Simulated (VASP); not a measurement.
# ZnS: single point with r2SCAN

The system is ZnS.

```
Zn S
1.0
     3.77489    0.00000    0.00000
    -1.88744    3.26915    0.00000
     0.00000    0.00000    6.19768
Zn S
2 2
Direct
  0.33333 0.66667 0.00550
  0.66667 0.33333 0.50550
  0.33333 0.66667 0.37950
  0.66667 0.33333 0.87950
```

| Property | Result |
| --- | --- |
| Program | VASP 6.6.1 |
| Task | single point |
| Functional | r2SCAN |
| Potentials or basis | VASP PAW PBE potentials, release 64 (Zn, S) |
| Cutoff | 520 eV |
| k mesh | 6 × 6 × 4 |
| Occupations | gaussian, width 0.01 eV |
| Spin | no spin polarisation |
| Dipole correction | no |
| Further INCAR settings | ALGO = Normal; EDIFF = 1e-07; NBANDS = 26 |

```json
{
 "Pressure": "2.1 GPa",
 "Largest force": "0.003 eV/Å",
 "Band gap on the k mesh": "2.90 eV"
}
```

Forces on the atoms (eV/Å):
```
Zn   0.000  0.000 -0.003
Zn   0.000  0.000 -0.003
S    0.000  0.000  0.003
S    0.000  0.000  0.003
```

Levels at points of the mesh, in eV from the valence-band top:
```csv
k point,band 15,band 16,band 17,band 18,band 19,band 20,band 21,band 22
"(0.00, 0.00, 0.00)",-0.96,-0.09,0.00,0.00,2.90,3.67,6.78,6.78
"(0.50, 0.00, 0.00)",-3.48,-2.40,-1.80,-0.95,4.02,4.84,5.42,7.35
"(0.00, 0.00, 0.50)",-0.50,-0.50,-0.50,-0.50,4.19,4.19,7.25,7.25
"(0.50, 0.00, 0.50)",-1.75,-1.75,-1.73,-1.73,3.96,3.96,5.64,5.64
```

Wall time 110 s on 1 thread of Intel(R) Xeon(R) Platinum 8488C (Sapphire Rapids) (shared host), peak memory 0.21 GiB.

Caveat: the PAW data sets were made with another functional, which shifts forces and pressure a little.
